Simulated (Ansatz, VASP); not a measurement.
# Eu: VASP beside Ansatz

```
CELL_PARAMETERS angstrom
-2.27187 2.27187 2.27187
2.27187 -2.27187 2.27187
2.27187 2.27187 -2.27187
ATOMIC_POSITIONS crystal
Eu 0.00000 0.00000 0.00000
```

Change from the starting cell: volume scaled by 0.96, PAW files.

Alike in both runs: task single point; functional PBE; k mesh 10 × 10 × 10; occupations fermi-dirac, width 0.05 eV; collinear spin.

|  | VASP | Ansatz |
| --- | --- | --- |
| version | VASP 6.6.1 | Ansatz 0.2.0 |
| potentials or method | VASP PAW PBE potentials, release 64 (Eu) | PAW with Ansatz's default frozen-core files, scalar-relativistic |
| plane-wave cutoff (eV) | 520 | 420 |
| valence electrons in the cell | 17 | 17 |

```csv
,VASP,Ansatz,Ansatz less VASP
pressure (GPa),-1.5,-1.2,+0.27
net moment per atom (μB),7.38,7.39,+0.007
size of the moment on the site where the two differ most (μB),6.70,7.10,+0.394
```

Site moments also hang on the region over which each program counts them. With one functional, cell and mesh, what is left measures potentials, basis and numerics.

Spin-orbit coupling is off throughout.
